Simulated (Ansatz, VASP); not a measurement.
**Co in VASP and in Ansatz**

```xyz
2
Lattice="2.4571 0.0000 0.0000 -1.2285 2.1279 0.0000 0.0000 0.0000 3.9692" Properties=species:S:1:pos:R:3 pbc="T T T"
Co    0.0000    1.4186    0.9923
Co    1.2285    0.7093    2.9769
```

Change from the starting cell: volume scaled by 1, PAW files.

Alike in both runs: task single point; functional PBEsol; k mesh 20 × 20 × 11; occupations fermi-dirac, width 0.05 eV; collinear spin.

|  | VASP | Ansatz |
| --- | --- | --- |
| version | VASP 6.6.1 | Ansatz 0.2.0 |
| potentials or method | VASP PAW PBE potentials, release 64 (Co) | PAW with Ansatz's default frozen-core files, scalar-relativistic |
| plane-wave cutoff (eV) | 520 | 420 |
| valence electrons in the cell | 18 | 34 |

|  | VASP | Ansatz | Ansatz less VASP |
| --- | --- | --- | --- |
| pressure (GPa) | -0.9 | 0.0 | +0.91 |
| traceless stress, the component that is largest in VASP (GPa) | -0.10 | -0.02 | +0.079 |
| net moment per atom (μB) | 1.58 | 1.58 | +0.004 |
| size of the moment on the site where the two differ most (μB) | 1.58 | 1.64 | +0.061 |

VASP's potentials were made for PBE, not for PBEsol. Site moments also hang on the region over which each program counts them. VASP's potentials hold 18 valence electrons a cell and Ansatz's 34, so a difference there can come from the potentials and not from the codes.
